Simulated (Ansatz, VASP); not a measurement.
# Mg2Cd3Se5: VASP beside Ansatz

```
Mg Cd Se
1.0
    -1.99916    1.99916   14.15765
     1.99916   -1.99916   14.15765
     1.99916    1.99916  -14.15765
Mg Cd Se
2 3 5
Direct
  0.70113 0.70113 0.00000
  0.29887 0.29887 0.00000
  0.89815 0.89815 0.00000
  0.50000 0.50000 0.00000
  0.10185 0.10185 0.00000
  0.00000 0.00000 0.00000
  0.60292 0.60292 0.00000
  0.20239 0.20239 0.00000
  0.79761 0.79761 0.00000
  0.39708 0.39708 0.00000
```

Alike in both runs: functional PBE; k mesh 6 × 6 × 6; occupations gaussian, width 0.1 eV; no spin polarisation.

Ansatz relaxed the structure, and its values are those at the end. VASP's run is a single point on that final structure, the one shown.

```csv
,VASP,Ansatz
version,VASP 6.6.1,Ansatz 0.2.0
potentials or method,"VASP PAW PBE potentials, release 64 (Mg, Cd, Se), cutoff 520 eV","scalar-relativistic, plane waves, PAW"
valence electrons in the cell,70,160
```

VASP gave:

```
pressure (GPa)                     : 0.2
rms of the force components (eV/Å) : 0.008
```

**Question.** Which values does Ansatz return?

**Answer.** Pressure (GPa): 0.0; rms of the force components (eV/Å): 0.005.

VASP's potentials hold 70 valence electrons a cell and Ansatz's 160, so a difference there can come from the potentials and not from the codes.

The k mesh is coarse, so the values compare programs but aren't converged.
